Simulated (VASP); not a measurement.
# SiO2 (P6_422) in VASP: further runs, part 2 of 2

VASP 6.6.1. The steps go on from the part before.

## 4. Single point, PBEsol (strain +0.0600 x Voigt [1, 1, 0, 0, 0, 0])

Contents of INCAR:

```
SYSTEM = SiO2
PREC     = Accurate       ! precision mode
ENCUT    = 520            ! plane-wave cutoff, eV
EDIFF    = 1E-7           ! SCF threshold, eV
ISMEAR   = 0              ! smearing method
SIGMA    = 0.05           ! smearing width, eV
LREAL    = .FALSE.        ! projectors in reciprocal space
LASPH    = .TRUE.         ! aspherical terms in the spheres
NELM     = 60             ! most SCF steps
ALGO     = Normal         ! electronic algorithm
ISIF     = 2              ! what is computed and relaxed
LWAVE    = .FALSE.        ! write WAVECAR
LCHARG   = .TRUE.         ! write CHGCAR
GGA      = PS             ! functional
LELF     = .TRUE.         ! ELF
LVHAR    = .TRUE.       
NBANDS   = 34             ! bands
```

Contents of KPOINTS:

```
Automatic mesh
0
G
  6 6 4
  0 0 0
```

Contents of POSCAR:

```
SiO2
1.0
    5.3850360985      0.0000000000      0.0000000000
   -2.6925180492      4.6635780616      0.0000000000
    0.0000000000      0.0000000000      5.5583697557
Si O
3 6
Direct
    0.0000000000      0.5000000000      0.3333333333
    0.5000000000      0.5000000000      0.6666666667
    0.5000000000      0.0000000000      0.0000000000
    0.5845091965      0.7922545982      0.8333333333
    0.7922545982      0.5845091965      0.5000000000
    0.7922545982      0.2077454018      0.1666666667
    0.4154908035      0.2077454018      0.8333333333
    0.2077454018      0.4154908035      0.5000000000
    0.2077454018      0.7922545982      0.1666666667
```

Potentials or basis: VASP PAW PBE potentials, release 64 (Si, O).

Started as:

```
$ cat potpaw_PBE.64/Si/POTCAR potpaw_PBE.64/O/POTCAR > POTCAR
$ mpirun -np 1 vasp_std > vasp.out
```

OUTCAR:

```text
SYSTEM = SiO2
   PREC = Accurate
   ENCUT = 520
   EDIFF = 1E-7
   ISMEAR = 0
   LREAL = .FALSE.
   LASPH = .TRUE.
   NELM = 60
   ISIF = 2
   GGA = PS

 ion  position               nearest neighbor table
   1  0.000  0.500  0.333-   6 1.68   9 1.68   8 1.68   5 1.68
   2  0.500  0.500  0.667-   4 1.68   7 1.68   5 1.68   8 1.68
   3  0.500  0.000  0.000-   6 1.68   9 1.68   7 1.68   4 1.68
   4  0.585  0.792  0.833-   2 1.68   3 1.68
   5  0.792  0.585  0.500-   2 1.68   1 1.68
   6  0.792  0.208  0.167-   1 1.68   3 1.68
   7  0.415  0.208  0.833-   2 1.68   3 1.68
   8  0.208  0.415  0.500-   2 1.68   1 1.68
   9  0.208  0.792  0.167-   1 1.68   3 1.68

  LATTYP: Found a hexagonal cell.
 ALAT       =     5.3850360985
 C/A-ratio  =     1.0321880214

  Lattice vectors:

 A1 = (   5.3850360985,   0.0000000000,   0.0000000000)
 A2 = (  -2.6925180492,   4.6635780616,   0.0000000000)
 A3 = (   0.0000000000,   0.0000000000,   5.5583697557)

Analysis of symmetry for initial positions (statically):
=====================================================================
[... 192 lines left out ...]
  band No.  band energies     occupation
      1     -19.1071      2.00000
      2     -17.7956      2.00000
      3     -17.7956      2.00000
      4     -17.3827      2.00000
      5     -17.3610      2.00000
      6     -17.3610      2.00000
[... 766 lines left out ...]
     33      10.2024      0.00000
     34      10.2298      0.00000

------------------------ aborting loop because EDIFF is reached ----------------------------------------

  FORCE on cell =-STRESS in cart. coord.  units (eV):
  Direction    XX          YY          ZZ          XY          YZ          ZX
  --------------------------------------------------------------------------------------
  -------------------------------------------------------------------------------------
  Total      -15.5527973    -15.5527973    -11.5581456     -0.0000000      0.0000000      0.0000000
  in kB     -178.5105100   -178.5105100   -132.6610531     -0.0000000      0.0000000      0.0000000
  external PRESSURE =    -163.2273577 kB  Pullay stress =       0.0000000 kB

 VOLUME and BASIS-vectors are now :
 -----------------------------------------------------------------------------
  energy-cutoff  :      520.00
  volume of cell :      139.59
      direct lattice vectors                 reciprocal lattice vectors
     5.385036098  0.000000000  0.000000000     0.185699777  0.107213816  0.000000000
    -2.692518049  4.663578062  0.000000000     0.000000000  0.214427632  0.000000000
     0.000000000  0.000000000  5.558369756     0.000000000  0.000000000  0.179908866

 POSITION                                       TOTAL-FORCE (eV/Angst)
 -----------------------------------------------------------------------------------
     -1.34626      2.33179      1.85279         0.000000      0.000000      0.000000
      1.34626      2.33179      3.70558         0.000000      0.000000     -0.000000
      2.69252      0.00000      0.00000         0.000000      0.000000      0.000000
      1.01444      3.69474      4.63197        -0.679933     -0.392560     -0.000000
      2.69252      2.72590      2.77918        -0.000000     -0.785119      0.000000
      3.70696      0.96884      0.92639        -0.679933      0.392560      0.000000
      1.67807      0.96884      4.63197         0.679933      0.392560      0.000000
      0.00000      1.93767      2.77918         0.000000      0.785119      0.000000
     -1.01444      3.69474      0.92639         0.679933     -0.392560      0.000000
 -----------------------------------------------------------------------------------
    total drift:                                0.000000     -0.000000     -0.000001

  FREE ENERGIE OF THE ION-ELECTRON SYSTEM (eV)
  ---------------------------------------------------
  free  energy   TOTEN  =       -73.0677515940 eV

  energy  without entropy=      -73.0677515940  energy(sigma->0) =      -73.06775159
```

stdout:

```text
POSCAR found type information on POSCAR SiO
 POSCAR found :  2 types and       9 ions
 scaLAPACK will be used
 -----------------------------------------------------------------------------
|                                                                             |
|                                                                             |
|     You enforced a specific xc type in the INCAR file but a different       |
|     I HOPE YOU KNOW WHAT YOU ARE DOING!                                     |
|                                                                             |
 -----------------------------------------------------------------------------

 LDA part: xc-table for (Slater+PW92), standard interpolation
 POSCAR, INCAR and KPOINTS ok, starting setup
 FFT: planning ... GRIDC
 FFT: planning ... GRID_SOFT
 FFT: planning ... GRID
 WAVECAR not read
 entering main loop
```

Wall time 43 s (1 thread of Intel Xeon 6975P-C (Granite Rapids), shared host); peak memory 0.27 GiB.

What came out:

| Quantity | Value |
| --- | --- |
| Free energy | -73.0678 eV |
| Pressure | -16.3 GPa |
| Largest force | 0.785 eV/Å |
| Band gap on the k mesh | 4.63 eV, indirect (least direct gap 4.91 eV) |

Forces on the atoms (eV/Å):
```
Si   0.000  0.000  0.000
Si   0.000  0.000  0.000
Si   0.000  0.000  0.000
O   -0.680 -0.393  0.000
O    0.000 -0.785  0.000
O   -0.680  0.393  0.000
O    0.680  0.393  0.000
O    0.000  0.785  0.000
O    0.680 -0.393  0.000
```

Stress tensor (GPa, compression positive):
```
-17.85   0.00   0.00
  0.00 -17.85   0.00
  0.00   0.00 -13.27
```

Levels at points of the mesh, in eV from the valence-band top:
| k point | band 20 | band 21 | band 22 | band 23 | band 24 | band 25 | band 26 | band 27 | band 28 | band 29 |
| --- | --- | --- | --- | --- | --- | --- | --- | --- | --- | --- |
| (0.00, 0.00, 0.00) | -0.82 | -0.82 | -0.38 | -0.38 | -0.28 | 4.63 | 8.05 | 8.05 | 8.37 | 8.37 |
| (0.50, 0.00, 0.00) | -1.02 | -0.96 | -0.81 | -0.26 | 0.00 | 6.55 | 7.39 | 8.58 | 8.59 | 8.84 |
| (0.00, 0.00, 0.50) | -1.49 | -1.10 | -0.20 | -0.05 | -0.05 | 6.48 | 6.48 | 7.86 | 9.10 | 9.10 |
| (0.50, 0.00, 0.50) | -1.04 | -0.79 | -0.61 | -0.56 | -0.36 | 6.68 | 7.71 | 8.68 | 8.72 | 9.06 |

Caveat: the cell differs from its parent crystal (strain +0.0600 x Voigt [1, 1, 0, 0, 0, 0]); the PAW data sets were made with another functional, which shifts forces and pressure a little. A k mesh can miss the band edges.

## 5. Summary

| cell | gap on the mesh (eV) | pressure (GPa) | largest force (eV/Å) |
| --- | --- | --- | --- |
| a = 5.309, b = 5.309, c = 5.558 Å, angles 90.0, 90.0, 120.0°, 9 atoms | 4.90 | -12.9 | 0.62 |
| a = 5.347, b = 5.347, c = 5.558 Å, angles 90.0, 90.0, 120.0°, 9 atoms | 4.77 | -14.7 | 0.71 |
| a = 5.385, b = 5.385, c = 5.558 Å, angles 90.0, 90.0, 120.0°, 9 atoms | 4.63 | -16.3 | 0.79 |

Alike in all rows: task single point; level PBEsol; potentials or basis VASP PAW PBE potentials, release 64 (Si, O); no spin polarisation; k mesh 6 × 6 × 4; cutoff (eV) 520; smearing gaussian 0.05 eV.

Caveats: the PAW data sets were made with another functional, which shifts forces and pressure a little.

Absolute energies hang on the potentials; compare differences alone.
